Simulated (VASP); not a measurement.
PbO2, 3 atoms in the cell. Symmetry: Fm-3m, No. 225, cubic system. Conventional cell: a = 5.328 Å, b = 5.328 Å, c = 5.328 Å, α = 90.00°, β = 90.00°, γ = 90.00°. Pb (site symmetry m-3m) has 8 O at 2.31 Å within 3.0 Å. Within 3.0 Å of O (site symmetry -43m) lie 4 Pb at 2.31 Å and 6 O at 2.66 Å. 

| Item | Value |
| --- | --- |
| Program | VASP 6.6.1 |
| Task | single point |
| Functional | PBEsol |
| Potentials or basis | VASP PAW PBE potentials, release 64 (Pb_d, O) |
| Cutoff | 520 eV |
| k mesh | 14 × 14 × 14 |
| Occupations | gaussian, width 0.1 eV |
| Spin | no spin polarisation |
| Dipole correction | no |
| Further INCAR settings | ALGO = Normal; EDIFF = 1e-06; NBANDS = 20 |

Potentials or basis: VASP PAW PBE potentials, release 64 (Pb_d, O).

The run is started by

```sh
$ cat potpaw_PBE.64/Pb_d/POTCAR potpaw_PBE.64/O/POTCAR > POTCAR
$ mpirun -np 1 vasp_std > vasp.out
```

Hardware: 1 thread of Intel(R) Xeon(R) 6975P-C (Granite Rapids) (shared host).

Task: Estimate the wall time of this run.

Result: Run time: 30 s on 1 thread of Intel(R) Xeon(R) 6975P-C (Granite Rapids), with other jobs on the host, peak memory 0.2 GiB. Counts: scf iterations 13, k points 104.
